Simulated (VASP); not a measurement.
Here is a VASP 6.6.1 calculation.

Contents of POSCAR:

```
EuVH3
1.0
    3.8105276200      0.0000000000      0.0000000000
    0.0000000000      3.8105276200      0.0000000000
    0.0000000000      0.0000000000      3.8105276200
V H Eu
1 3 1
Direct
    0.0000000000      0.0000000000      0.0000000000
    0.5000000000      0.0000000000      0.0000000000
    0.0000000000      0.5000000000      0.0000000000
    0.0000000000      0.0000000000      0.5000000000
    0.5000000000      0.5000000000      0.5000000000
```

INCAR.step1

```
ALGO = Normal ; EDIFF = 1E-6
ENCUT = 520 ; GGA = PE
ISIF = 2 ; ISMEAR = -1
ISPIN = 2 ; ISYM = 0
LASPH = True ; LCHARG = True
LDAU = True ; LDAUJ = 0 0 0
LDAUL = 2 -1 3 ; LDAUPRINT = 1
LDAUTYPE = 2 ; LDAUU = 2.48 0 6.8
LMAXMIX = 6 ; LREAL = False
LWAVE = False ; MAGMOM = 2 0 0 0 7
NBANDS = 28 ; NELM = 150
PREC = Accurate ; SIGMA = 0.1
```

File KPOINTS.step1:

```
k-points
0
Gamma
  6 6 6
```

The input INCAR.step2:

```
ALGO = Normal ; EDIFF = 1E-6
ENCUT = 520 ; GGA = PE
ICHARG = 11 ; ISIF = 2
ISMEAR = -5 ; ISPIN = 2
ISYM = 0 ; LASPH = True
LCHARG = False ; LDAU = True
LDAUJ = 0 0 0 ; LDAUL = 2 -1 3
LDAUPRINT = 1 ; LDAUTYPE = 2
LDAUU = 2.48 0 6.8 ; LMAXMIX = 6
LORBIT = 10 ; LREAL = False
LWAVE = False ; MAGMOM = 2 0 0 0 7
NEDOS = 2001 ; NELM = 150
PREC = Accurate ; SIGMA = 0.1
```

The input KPOINTS.step2:

```
k-points
0
Gamma
  9 9 9
```

Potentials or basis: VASP PAW PBE potentials, release 64 (V_sv, H, Eu).

Command:

```console
$ cat potpaw_PBE.64/V_sv/POTCAR potpaw_PBE.64/H/POTCAR potpaw_PBE.64/Eu/POTCAR > POTCAR
$ cp INCAR.step1 INCAR
$ cp KPOINTS.step1 KPOINTS
$ mpirun -np 1 vasp_std > vasp.out
$ cp INCAR.step2 INCAR
$ cp KPOINTS.step2 KPOINTS
$ mpirun -np 1 vasp_std > vasp.out
```

Task: Estimate the site moments.

Result: V +2.58; H -0.03; Eu +6.78 μB.

Task: Estimate the net moment.

Result: 10.07 μB per cell.

Eigenvalues of the final occupation matrices:
| site | spin | trace | eigenvalues |
| --- | --- | --- | --- |
| site 1 d | 1 | 2.88 | 0.34 0.35 0.73 0.73 0.73 |
| site 1 d | 2 | 0.33 | 0.04 0.04 0.04 0.10 0.10 |
| site 5 f | 1 | 6.83 | 0.97 0.97 0.97 0.97 0.98 0.98 0.98 |
| site 5 f | 2 | 0.01 | 0.00 0.00 0.00 0.00 0.00 0.00 0.00 |

Caveat: spin-orbit coupling is left out, which moves the levels of the heavy elements. The state reached can hang on the start; a lower one may exist.
